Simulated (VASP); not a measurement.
Pt: single point with PBE

The system is Pt.

```
CELL_PARAMETERS angstrom
2.67434 0.00000 0.00000
-1.33717 2.31605 0.00000
0.00000 0.00000 8.92965
ATOMIC_POSITIONS crystal
Pt 0.00000 0.00000 0.00000
Pt 0.00000 0.00000 0.50000
Pt 0.33333 0.66667 0.25000
Pt 0.66667 0.33333 0.75000
```

This cell differs from its parent crystal: volume scaled by 0.88.

```yaml
Program: VASP 6.6.1
Task: single point
Functional: PBE
Potentials_or_basis: VASP PAW PBE potentials, release 64 (Pt)
Cutoff: 520 eV
k_mesh: 15 × 15 × 4
Occupations: fermi-dirac, width 0.1 eV
Spin: no spin polarisation
Dipole_correction: no
Further_INCAR_settings: ALGO = Normal; EDIFF = 1e-06; NBANDS = 28
```

The pressure is 43.4 GPa and the band gap on the k mesh is zero (band 20 reaches 13.49 eV, above the bottom of band 21 at 11.91 eV).

Stress tensor (GPa, compression positive):
```
43.87  0.00  0.00
 0.00 43.87  0.00
 0.00  0.00 42.59
```

Levels at points of the mesh, in eV from the Fermi level:
| k point | band 17 | band 18 | band 19 | band 20 | band 21 | band 22 | band 23 | band 24 |
| --- | --- | --- | --- | --- | --- | --- | --- | --- |
| (0.00, 0.00, 0.00) | -2.30 | -1.60 | -1.60 | -1.06 | -1.06 | -1.06 | -0.14 | -0.14 |
| (0.00, 0.00, 0.50) | -1.97 | -1.97 | -1.97 | -1.97 | -0.55 | -0.55 | -0.55 | -0.55 |

It took 60 s on 1 thread of Intel(R) Xeon(R) 6975P-C (Granite Rapids), with other jobs on the host, peak memory 0.22 GiB.

Caveat: spin-orbit coupling is left out, which moves the levels of the heavy elements.
